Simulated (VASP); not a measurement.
A run of VASP 6.6.1:

The input INCAR:

```
SYSTEM = H5NO
ALGO = Normal
EDIFF = 1E-8
ENCUT = 520
GGA = PS
ISIF = 2
ISMEAR = -1
LASPH = .TRUE.
LCHARG = .FALSE.
LEFG = .TRUE.
LREAL = Auto
LWAVE = .FALSE.
NBANDS = 52
NELM = 80
PREC = Accurate
SIGMA = 0.02
```

Contents of KPOINTS:

```
k-points
0
G
  4 4 3
  0 0 0
```

File POSCAR:

```
H5NO
1.0
    5.0854110000      0.0000000000      0.0000000000
    0.0000000000      6.1959920000      0.0000000000
    0.0000000000      0.0000000000      7.8345340000
H N O
20 4 4
Direct
    0.7508360000      0.7157120000      0.3616810000
    0.7425410000      0.6990540000      0.5635720000
    0.4205520000      0.4230320000      0.3742950000
    0.7599960000      0.3038160000      0.5939560000
    0.0961920000      0.4218740000      0.3760640000
    0.7491640000      0.2842880000      0.8616810000
    0.7574590000      0.3009460000      0.0635720000
    0.4038080000      0.5781260000      0.8760640000
    0.7400040000      0.6961840000      0.0939560000
    0.0794480000      0.5769680000      0.8742950000
    0.2425410000      0.8009460000      0.4364280000
    0.2508360000      0.7842880000      0.6383190000
    0.9205520000      0.0769680000      0.6257050000
    0.2599960000      0.1961840000      0.4060440000
    0.5961920000      0.0781260000      0.6239360000
    0.2491640000      0.2157120000      0.1383190000
    0.2574590000      0.1990540000      0.9364280000
    0.5794480000      0.9230320000      0.1257050000
    0.9038080000      0.9218740000      0.1239360000
    0.2400040000      0.8038160000      0.9060440000
    0.7417360000      0.8363700000      0.1637560000
    0.7582640000      0.1636300000      0.6637560000
    0.2417360000      0.6636300000      0.8362440000
    0.2582640000      0.3363700000      0.3362440000
    0.7620990000      0.6100670000      0.4615740000
    0.7379010000      0.3899330000      0.9615740000
    0.2620990000      0.8899330000      0.5384260000
    0.2379010000      0.1100670000      0.0384260000
```

Potentials or basis: VASP PAW PBE potentials, release 64 (H, N, O).

Command:

```console
$ cat potpaw_PBE.64/H/POTCAR potpaw_PBE.64/N/POTCAR potpaw_PBE.64/O/POTCAR > POTCAR
$ mpirun -np 1 vasp_std > vasp.out
```

Hardware: 1 thread of Oxide Virtual Turin-like Processor (shared host).

Problem. Estimate the wall time of this run.

Solution. Wall time 14 min on 1 thread of Oxide Virtual Turin-like Processor, on a shared host, peak memory 0.37 GiB. Counts: scf iterations 19, k points 18.
